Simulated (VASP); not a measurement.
LiH, 4 atoms in the cell. It takes space group P6_3/mmc (No. 194, hexagonal). The conventional cell has a = 3.253 Å, b = 3.253 Å, c = 4.072 Å, α = 90.00°, β = 90.00°, γ = 120.00°. Within 2.5 Å of Li (site symmetry -6m2) lie 5 H at 1.88 to 2.04 Å. Within 2.5 Å of H (site symmetry -6m2) lie 5 Li at 1.88 to 2.04 Å. 

| Item | Value |
| --- | --- |
| Program | VASP 6.6.1 |
| Task | relaxation of cell and atoms |
| Functional | r2SCAN |
| Potentials or basis | VASP PAW PBE potentials, release 64 (Li_sv, H) |
| Cutoff | 600 eV |
| k mesh | 12 × 12 × 6 |
| Occupations | fermi-dirac, width 0.02 eV |
| Spin | no spin polarisation |
| Dipole correction | no |
| Further INCAR settings | ALGO = Normal; EDIFF = 1e-07; IBRION = 2; EDIFFG = -0.005; NSW = 80; ISIF = 3 |

Potentials or basis: VASP PAW PBE potentials, release 64 (Li_sv, H).

Command:

```bash
$ cat potpaw_PBE.64/Li_sv/POTCAR potpaw_PBE.64/H/POTCAR > POTCAR
$ cp INCAR.step1 INCAR
$ mpirun -np 1 vasp_std > vasp.out
$ cp INCAR.step2 INCAR
$ mpirun -np 1 vasp_std > vasp.out
```

Hardware: 1 thread of Intel(R) Xeon(R) 6975P-C (Granite Rapids) (shared host).

Problem. Estimate the wall time of this run.

Solution. Wall time 2.5 min on 1 thread of Intel(R) Xeon(R) 6975P-C (Granite Rapids), with other jobs on the host, peak memory 0.18 GiB. Counts: k points 76, ion steps 3.
